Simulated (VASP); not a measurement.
A run of VASP 6.6.1:

File INCAR:

```
  ALGO = Normal
  EDIFF = 1E-6
  ENCUT = 650
  GGA = PE
  GGA_COMPAT = False
  ISIF = 2
  ISMEAR = -1
  ISYM = -1
  IVDW = 12
  LASPH = True
  LCHARG = True
  LELF = True
  LREAL = Auto
  LVHAR = True
  LWAVE = False
  NBANDS = 76
  NELM = 120
  PREC = Accurate
  SIGMA = 0.112
```

File KPOINTS:

```
explicit points
1
Reciprocal
  0.25000000   0.25000000   0.25000000 1
```

File POSCAR:

```
Na2LiSCl
1.0
    7.4085490000      0.0137370000      0.1666930000
    0.0137370000      7.2540610000      0.1094660000
    0.1666930000      0.1094660000      7.7222800000
Na S Li Cl
8 4 4 4
Direct
   -0.0214065804      1.0016239340      0.7143034909
    0.0906603585      0.6256945347      0.3629554063
    0.6432399082      0.7427211051      0.9221914644
    0.1094074345      0.1466823155      0.3429339289
    0.8741811732      0.2546196402      0.9525968916
    0.4147866694      0.3991684374      0.8345776887
    0.3317088783      0.9900795636      0.8511023172
    0.6609983077      0.7961606285      0.4220680537
    0.1807033209      0.2534634710      0.6567628199
    0.7350059628      0.4416083862      0.3247223032
    0.3332988629      0.7479441346      0.5925775755
    0.6738874845      0.1347865366      0.7154828795
    0.5324140021      0.2535354246      0.2154257297
    0.1476246404      0.5687016242      0.7330203662
    0.8254983852      0.3485694204      0.6038613852
    0.4288160085      0.4379241247      0.5133378446
    0.4661193458     -0.0255793982      0.1602729042
    0.8580292599      0.6354441052      0.7268096992
    0.9853774205      0.9045886801      0.0830614504
    0.3226172677      0.5147148307      0.1426966111
```

Potentials or basis: VASP PAW PBE potentials, release 64 (Na_pv, S, Li_sv, Cl).

Run with:

```console
$ cat potpaw_PBE.64/Na_pv/POTCAR potpaw_PBE.64/S/POTCAR potpaw_PBE.64/Li_sv/POTCAR potpaw_PBE.64/Cl/POTCAR > POTCAR
$ mpirun -np 1 vasp_std > vasp.out
```

Hardware: 1 thread of Intel Xeon 8259CL (shared host).

Question: Estimate the wall time of this run.

Answer: Wall time 4 min on 1 thread of Intel Xeon 8259CL, with other jobs on the host, peak memory 0.53 GiB. Counts: scf iterations 17, k points 1.
